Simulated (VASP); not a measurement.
A run of VASP 6.6.1 is set up as follows.

File INCAR:

```
ALGO = Normal
EDIFF = 1E-7
EDIFFG = -0.05
ENCUT = 600
GGA_COMPAT = False
IBRION = 2
ISIF = 3
ISMEAR = 0
LASPH = True
LCHARG = False
LREAL = False
LWAVE = False
NELM = 120
NELMIN = 4
NSW = 100
PREC = Accurate
PSTRESS = 1250.0
SIGMA = 0.1
```

File KPOINTS:

```
k-points
0
Gamma
  8 8 8
```

POSCAR

```
SiC
1.0
    0.0000000000      2.0881007700      2.0881007700
    2.0881007700      0.0000000000      2.0881007700
    2.0881007700      2.0881007700      0.0000000000
C Si
1 1
Direct
    0.0000000000      0.0000000000      0.0000000000
    0.5000000000      0.5000000000      0.5000000000
```

Potentials or basis: VASP PAW LDA potentials, release 64 (C, Si).

Run with:

```bash
$ cat potpaw_LDA.64/C/POTCAR potpaw_LDA.64/Si/POTCAR > POTCAR
$ mpirun -np 1 vasp_std > vasp.out
```

Problem. Predict the relaxed cell.

Solution. a = 2.597 Å, b = 2.597 Å, c = 2.597 Å, α = 60.00°, β = 60.00°, γ = 60.00°.

Problem. What does it give for the relaxed volume?

Solution. 6.20 Å³/atom.

Problem. Estimate the space group after relaxing (to 0.05 Å).

Solution. Fm-3m (No. 225).

Step by step:
```
step  energy change (eV)  largest force (eV/Å)  pressure (GPa)  volume (Å³)
   1              0.0000                0.0000          -23.87        18.21
   2             71.3403                0.0000         5812.42         3.78
   3             -0.0771                0.0000           27.83        14.80
   4              0.1845                0.0000           58.20        13.80
   5              1.1191                0.0000          135.63        12.20
   6              0.9649                0.0000          124.14        12.39
```

Caveat: the cell is relaxed towards a set pressure, so the enthalpy falls and the energy may rise; the volume moved by over 15 % at a fixed basis, so the end points are rough.
